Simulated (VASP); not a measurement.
# LiNbO3 (R3c) in VASP: single point with r2SCAN

Aim: the single point of LiNbO3 with r2SCAN.

All numbers are computed with VASP 6.6.1; they aren't measurements. Logs are shortened: lines on timing, memory, paths and dates and some standing lists are left out, and cuts for length are marked.

## Step 1: The cell of the first run

The structure is trigonal, space group R3c (No. 161). Conventional cell: a = 5.138 Å, b = 5.138 Å, c = 13.884 Å, α = 90.00°, β = 90.00°, γ = 120.00°. Li (site symmetry 3) has 6 O at 2.05 to 2.24 Å within 2.7 Å. Nb (site symmetry 3) has 6 O at 1.88 to 2.14 Å within 2.5 Å. O (site symmetry 1) has 2 Nb at 1.88 to 2.14 Å and 2 Li at 2.05 to 2.24 Å within 2.5 Å.

## Step 2: Single point, r2SCAN

The input, POSCAR:

```
LiNbO3
1.0
    2.5687892441      1.4830911616      4.6278921106
   -2.5687892441      1.4830911616      4.6278921106
    0.0000000000     -2.9661823232      4.6278921106
Li Nb O
2 2 6
Direct
    0.2820697279      0.2820697279      0.2820697279
    0.7820697279      0.7820697279      0.7820697279
    0.0001366435      0.0001366435      0.0001366435
    0.5001366435      0.5001366435      0.5001366435
    0.1079454267      0.3619796572      0.7196835447
    0.7196835447      0.1079454267      0.3619796572
    0.3619796572      0.7196835447      0.1079454267
    0.2196835447      0.8619796572      0.6079454267
    0.8619796572      0.6079454267      0.2196835447
    0.6079454267      0.2196835447      0.8619796572
```

The input, INCAR.step1:

```
SYSTEM = LiNbO3
ALGO = Normal
EDIFF = 1E-5
ENCUT = 830
GGA = PE
GGA_COMPAT = .False.
ISMEAR = 0
LASPH = .True.
LCHARG = .False.
LREAL = .False.
LWAVE = .True.
NBANDS = 45
NELM = 120
PREC = Accurate
SIGMA = 0.02
```

The input, INCAR.step2:

```
SYSTEM = LiNbO3
ALGO = Normal
EDIFF = 1E-6
ENCUT = 830
GGA_COMPAT = .False.
ISIF = 2
ISMEAR = 0
ISTART = 1
LASPH = .True.
LCHARG = .False.
LMIXTAU = .True.
LREAL = .False.
LWAVE = .False.
METAGGA = R2SCAN
NBANDS = 45
NELM = 120
PREC = Accurate
SIGMA = 0.02
```

The input, KPOINTS:

```
k-points
0
Gamma
  6 6 6
  0 0 0
```

Potentials or basis: VASP PAW PBE potentials, release 64 (Li_sv, Nb_sv, O).

Launch:

```
cat potpaw_PBE.64/Li_sv/POTCAR potpaw_PBE.64/Nb_sv/POTCAR potpaw_PBE.64/O/POTCAR > POTCAR
cp INCAR.step1 INCAR
mpirun -np 1 vasp_std > vasp.out
cp INCAR.step2 INCAR
mpirun -np 1 vasp_std > vasp.out
```

OUTCAR:

```text
SYSTEM = LiNbO3
   EDIFF = 1E-6
   ENCUT = 830
   ISIF = 2
   ISMEAR = 0
   ISTART = 1
   LASPH = .True.
   LREAL = .False.
   METAGGA = R2SCAN
   NELM = 120
   PREC = Accurate

 ion  position               nearest neighbor table
   1  0.282  0.282  0.282-   9 2.05  10 2.05   8 2.05   6 2.24   7 2.24   5 2.24
   2  0.782  0.782  0.782-   5 2.05   6 2.05   7 2.05  10 2.24   8 2.24   9 2.24
   3  0.000  0.000  0.000-   7 1.88   6 1.88   5 1.88  10 2.14   8 2.14   9 2.14
   4  0.500  0.500  0.500-   8 1.88  10 1.88   9 1.88   6 2.14   7 2.14   5 2.14
   5  0.108  0.362  0.720-   3 1.88   2 2.05   4 2.14   1 2.24
   6  0.720  0.108  0.362-   3 1.88   2 2.05   4 2.14   1 2.24
   7  0.362  0.720  0.108-   3 1.88   2 2.05   4 2.14   1 2.24
   8  0.220  0.862  0.608-   4 1.88   1 2.05   3 2.14   2 2.24
   9  0.862  0.608  0.220-   4 1.88   1 2.05   3 2.14   2 2.24
  10  0.608  0.220  0.862-   4 1.88   1 2.05   3 2.14   2 2.24

  LATTYP: Found a trigonal (rhomboedric) cell.
 ALAT       =     5.4968739263
 COS(alpha) =     0.5632273947

  Lattice vectors:

 A1 = (   2.5687892441,   1.4830911616,   4.6278921106)
 A2 = (  -2.5687892441,   1.4830911616,   4.6278921106)
 A3 = (   0.0000000000,  -2.9661823232,   4.6278921106)

Analysis of symmetry for initial positions (statically):
=====================================================================
 Subroutine PRICEL returns:
 Original cell was already a primitive cell.

 Routine SETGRP: Setting up the symmetry group for a
 trigonal (rhombohedral) supercell.

 Subroutine GETGRP returns: Found  6 space group operations
 (whereof  3 operations were pure point group operations)
 out of a pool of 12 trial point group operations.

The static configuration has the point symmetry C_3 .
 The point group associated with its full space group is C_3v.

Analysis of symmetry for dynamics (positions and initial velocities):
=====================================================================
 Subroutine PRICEL returns:
 Original cell was already a primitive cell.

 Routine SETGRP: Setting up the symmetry group for a
 trigonal (rhombohedral) supercell.

 Subroutine GETGRP returns: Found  6 space group operations
 (whereof  3 operations were pure point group operations)
 out of a pool of 12 trial point group operations.

The dynamic configuration has the point symmetry C_3 .
 The point group associated with its full space group is C_3v.

 Subroutine INISYM returns: Found  6 space group operations
 (whereof  3 operations are pure point group operations),
 and found     1 'primitive' translations

----------------------------------------------------------------------------------------

                                     Primitive cell

  volume of cell :     105.7866

  direct lattice vectors                    reciprocal lattice vectors
     2.568789244  1.483091162  4.627892111     0.194644228  0.112377898  0.072027032
    -2.568789244  1.483091162  4.627892111    -0.194644228  0.112377898  0.072027032
     0.000000000 -2.966182323  4.627892111     0.000000000 -0.224755795  0.072027032

  length of vectors
     5.496873926  5.496873926  5.496873926     0.236014959  0.236014959  0.236014959

  position of ions in fractional coordinates (direct lattice)
     0.282069728  0.282069728  0.282069728
     0.782069728  0.782069728  0.782069728
     0.000136643  0.000136643  0.000136643
     0.500136643  0.500136643  0.500136643
     0.107945427  0.361979657  0.719683545
     0.719683545  0.107945427  0.361979657
     0.361979657  0.719683545  0.107945427
     0.219683545  0.861979657  0.607945427
     0.861979657  0.607945427  0.219683545
     0.607945427  0.219683545  0.861979657

  ion indices of the primitive-cell ions
   primitive index   ion index
                 1           1
                 2           2
                 3           3
                 4           4
                 5           5
                 6           6
                 7           7
                 8           8
                 9           9
                10          10

----------------------------------------------------------------------------------------

 KPOINTS: k-points

Automatic generation of k-mesh.
 Grid dimensions read from file:
 generate k-points for:    6    6    6

 Generating k-lattice:

  Cartesian coordinates                     Fractional coordinates (reciprocal lattice)
     0.032440705  0.018729650  0.012004505     0.166666667  0.000000000  0.000000000
    -0.032440705  0.018729650  0.012004505     0.000000000  0.166666667  0.000000000
     0.000000000 -0.037459299  0.012004505     0.000000000  0.000000000  0.166666667

  Length of vectors
     0.039335826  0.039335826  0.039335826

  Shift w.r.t. Gamma in fractional coordinates (k-lattice)
     0.000000000  0.000000000  0.000000000

 Subroutine IBZKPT returns following result:
 ===========================================

 Found     32 irreducible k-points:

 Following reciprocal coordinates:
            Coordinates               Weight
  0.000000  0.000000  0.000000      1.000000
  0.166667 -0.000000  0.000000      6.000000
  0.333333  0.000000  0.000000      6.000000
  0.500000  0.000000  0.000000      3.000000
  0.166667  0.166667  0.000000      6.000000
  0.333333  0.166667 -0.000000     12.000000
[... 16 lines left out ...]
  0.500000  0.500000  0.166667      6.000000
 -0.333333  0.500000  0.166667     12.000000
 [... further k-points ...]
   k-points           NKPTS =     32   k-points in BZ     NKDIM =     32   number of bands    NBANDS=     45
   number of dos      NEDOS =    301   number of ions     NIONS =     10
   total plane-waves  NPLWV = 157464
   dimension x,y,z NGX =    54 NGY =   54 NGZ =   54
   dimension x,y,z NGXF=   108 NGYF=  108 NGZF=  108
   ions per type =               2   2   6
   NGX,Y,Z   is equivalent  to a cutoff of  16.33, 16.33, 16.33 a.u.
   NGXF,Y,Z  is equivalent  to a cutoff of  32.66, 32.66, 32.66 a.u.
 SYSTEM =  LiNbO3
   PREC   = accura    normal or accurate (medium, high low for compatibility)
   ISTART =      1    job   : 0-new  1-cont  2-samecut
   ICHARG =      0    charge: 1-file 2-atom 10-const
   ISPIN  =      1    spin polarized calculation?
   LNONCOLLINEAR =      F non collinear calculations
   LSORBIT =      F    spin-orbit coupling
   LASPH  =      T    aspherical Exc in radial PAW
   ENCUT  =  830.0 eV  61.00 Ry    7.81 a.u.  12.91 12.91 12.91*2*pi/ulx,y,z
   NELM   =    120;   NELMIN=  2; NELMDL=  0     # of ELM steps
   EDIFF  = 0.1E-05   stopping-criterion for ELM
   LREAL  =      F    real-space projection
   EDIFFG = 0.1E-04   stopping-criterion for IOM
   NSW    =      0    number of steps for IOM
   IBRION =     -1    ionic relax: 0-MD 1-quasi-New 2-CG
   NFREE  =      0    steps in history (QN), initial steepest desc. (CG)
   ISIF   =      2    stress and relaxation
   ISYM   =      2    0-nonsym 1-usesym 2-fastsym
   POTIM  = 0.5000    time-step for ionic-motion
   TEBEG  =    0.0;   TEEND  =   0.0 temperature during run
   PSTRESS=    0.0 pullay stress
   NELECT =      68.0000    total number of electrons
   NUPDOWN=      -1.0000    fix difference up-down
   EMIN   =  10.00;   EMAX   =-10.00  energy-range for DOS
   EFERMI =   0.00;   METHOD = LEGACY
   ISMEAR =     0;   SIGMA  =   0.02  broadening in eV -4-tet -1-fermi 0-gaus
   EFERMI_NEDOS =   21; number of points for ismear=-14 and -15
   IALGO  =     38    algorithm
   IMIX   =      4    mixing-type and parameters
     AMIX     =   0.40;   BMIX     =  1.00
     AMIX_MAG =   1.60;   BMIX_MAG =  1.00
  volume/ion in A,a.u.               =      10.58        71.39
  Fermi-wavevector in a.u.,A,eV,Ry     =   1.412866  2.669929 27.159805  1.996189
  Thomas-Fermi vector in A             =   2.534570
   LORBIT       =      0    0 simple, 1 ext, 2 COOP (PROOUT), +10 PAW based schemes
   METAGGA = R2SCAN    functional components
   LHFCALC =     F    Hartree Fock is set to
   AEXX    =    0.0000 exact exchange contribution
   IVDW    =     0    specifies the selected vdW correction
   LEPSILON=     F    determine dielectric tensor
   LRPA    =     F    only Hartree local field effects (RPA)
 non-spin polarized calculation
 Gauss-broadening in eV      SIGMA  =   0.02
  energy-cutoff  :      830.00
  volume of cell :      105.79
 maximum number of plane-waves:      5762
 NGX is ok and might be reduce to    54
   NGX = 25   NGY = 25   NGZ = 25

 number of electron      68.0000003 magnetization

 Free energy of the ion-electron system (eV)
  ---------------------------------------------------
  ext. energy  EPLUGINS =         0.00000000
  ---------------------------------------------------
  free energy    TOTEN  =      -118.68893899 eV

  energy without entropy =     -118.68893899  energy(sigma->0) =     -118.68893899

 E-fermi :   3.3111     XC(G=0): -11.5090

 val. band max:        3.1923057389   @ k =   0.1667   0.1667   0.1667
 cond. band min:       7.2230993095   @ k =   0.5000   0.3333   0.0000
 fundamental gap:      4.0307935706
 Fermi energy:         3.3110980607

 k-point     1 :       0.0000    0.0000    0.0000
  band No.  band energies     occupation
      1     -52.6791      2.00000
      2     -52.6621      2.00000
      3     -40.5994      2.00000
      4     -40.5966      2.00000
      5     -28.2663      2.00000
      6     -28.2663      2.00000
[... 37 lines left out ...]
     44      13.7125      0.00000
     45      13.7127      0.00000

 k-point     2 :       0.1667   -0.0000    0.0000
  band No.  band energies     occupation
      1     -52.6780      2.00000
      2     -52.6632      2.00000
      3     -40.5992      2.00000
      4     -40.5968      2.00000
      5     -28.2567      2.00000
      6     -28.2551      2.00000
[... 37 lines left out ...]
     44      13.6128      0.00000
     45      13.6574      0.00000

 k-point     3 :       0.3333    0.0000    0.0000
  band No.  band energies     occupation
      1     -52.6748      2.00000
      2     -52.6663      2.00000
      3     -40.5988      2.00000
      4     -40.5973      2.00000
      5     -28.2284      2.00000
      6     -28.2238      2.00000
[... 37 lines left out ...]
     44      13.3948      0.00000
     45      13.4973      0.00000

 k-point     4 :       0.5000    0.0000    0.0000
  band No.  band energies     occupation
      1     -52.6705      2.00000
      2     -52.6705      2.00000
      3     -40.5981      2.00000
      4     -40.5981      2.00000
      5     -28.1856      2.00000
      6     -28.1856      2.00000
[... 901 lines left out ...]
     44      13.4178      0.00000
     45      13.7371      0.00000

 k-point    23 :       0.5000    0.5000    0.1667
  band No.  band energies     occupation
      1     -52.6730      2.00000
      2     -52.6681      2.00000
      3     -40.5985      2.00000
      4     -40.5976      2.00000
      5     -28.2650      2.00000
      6     -28.2547      2.00000
[... 37 lines left out ...]
     44      13.4393      0.00000
     45      14.0078      0.00000

 k-point    24 :      -0.3333    0.5000    0.1667
  band No.  band energies     occupation
      1     -52.6720      2.00000
      2     -52.6691      2.00000
      3     -40.5983      2.00000
      4     -40.5978      2.00000
      5     -28.2683      2.00000
      6     -28.2665      2.00000
[... 37 lines left out ...]
     44      13.3589      0.00000
     45      14.4085      0.00000

 [... further k-points ...]

------------------------ aborting loop because EDIFF is reached ----------------------------------------

  FORCE on cell =-STRESS in cart. coord.  units (eV):
  Direction    XX          YY          ZZ          XY          YZ          ZX
  --------------------------------------------------------------------------------------
  -------------------------------------------------------------------------------------
  Total       -0.0812627     -0.0812627     -0.0433652      0.0000000      0.0000000      0.0000000
  in kB       -1.2307539     -1.2307539     -0.6567815      0.0000000      0.0000000      0.0000000
  external PRESSURE =      -1.0394298 kB  Pullay stress =       0.0000000 kB

 VOLUME and BASIS-vectors are now :
 -----------------------------------------------------------------------------
  energy-cutoff  :      830.00
  volume of cell :      105.79
      direct lattice vectors                 reciprocal lattice vectors
     2.568789244  1.483091162  4.627892111     0.194644228  0.112377898  0.072027032
    -2.568789244  1.483091162  4.627892111    -0.194644228  0.112377898  0.072027032
     0.000000000 -2.966182323  4.627892111     0.000000000 -0.224755795  0.072027032

 POSITION                                       TOTAL-FORCE (eV/Angst)
 -----------------------------------------------------------------------------------
      0.00000      0.00000      3.91616         0.000000     -0.000000     -0.002551
      0.00000      0.00000     10.85800         0.000000     -0.000000     -0.002551
      0.00000      0.00000      0.00190         0.000000     -0.000000     -0.024593
      0.00000      0.00000      6.94374         0.000000     -0.000000     -0.024593
     -0.65256     -1.43777      5.50538        -0.007762      0.012659      0.009048
      1.57143      0.15375      5.50538        -0.007082     -0.013051      0.009048
     -0.91887      1.28402      5.50538         0.014844      0.000393      0.009048
     -1.64992     -0.19907      7.81933        -0.014844      0.000393      0.009048
      0.65256      1.52841      7.81933         0.007762      0.012659      0.009048
      0.99736     -1.32934      7.81933         0.007082     -0.013051      0.009048
 -----------------------------------------------------------------------------------
    total drift:                               -0.000000      0.000000     -0.042278

  FREE ENERGIE OF THE ION-ELECTRON SYSTEM (eV)
  ---------------------------------------------------
  free  energy   TOTEN  =      -118.6889389888 eV

  energy  without entropy=     -118.6889389888  energy(sigma->0) =     -118.68893899
```

Run time: 47 min. Hardware: 1 thread of AMD EPYC 9755, shared host; peak memory 0.52 GiB.

Results:

```yaml
Free_energy: -118.6889 eV
Pressure: -0.1 GPa
Largest_force: 0.025 eV/Å
Band_gap_on_the_k_mesh: 4.03 eV (least direct gap 4.07 eV)
```

Forces in eV/Å, atoms in the order of the input:
```
Li   0.000  0.000 -0.003
Li   0.000  0.000 -0.003
Nb   0.000  0.000 -0.025
Nb   0.000  0.000 -0.025
O   -0.008  0.013  0.009
O   -0.007 -0.013  0.009
O    0.015  0.000  0.009
O   -0.015  0.000  0.009
O    0.008  0.013  0.009
O    0.007 -0.013  0.009
```

Levels at points of the mesh, in eV from the valence-band top:
```csv
k point,band 30,band 31,band 32,band 33,band 34,band 35,band 36,band 37,band 38,band 39
"(0.00, 0.00, 0.00)",-0.72,-0.66,-0.51,-0.01,-0.01,4.06,4.06,4.51,5.58,5.58
"(0.50, 0.00, 0.00)",-0.45,-0.29,-0.29,-0.20,-0.20,4.31,4.31,5.16,5.16,5.40
"(0.50, 0.50, 0.00)",-0.97,-0.68,-0.67,-0.48,-0.20,4.13,4.57,5.04,5.06,5.69
"(0.50, 0.50, 0.50)",-0.64,-0.31,-0.31,-0.31,-0.31,5.09,5.09,5.29,5.29,5.29
```

Caveat: the PAW data sets were made with another functional, which shifts forces and pressure a little. A k mesh can miss the band edges.
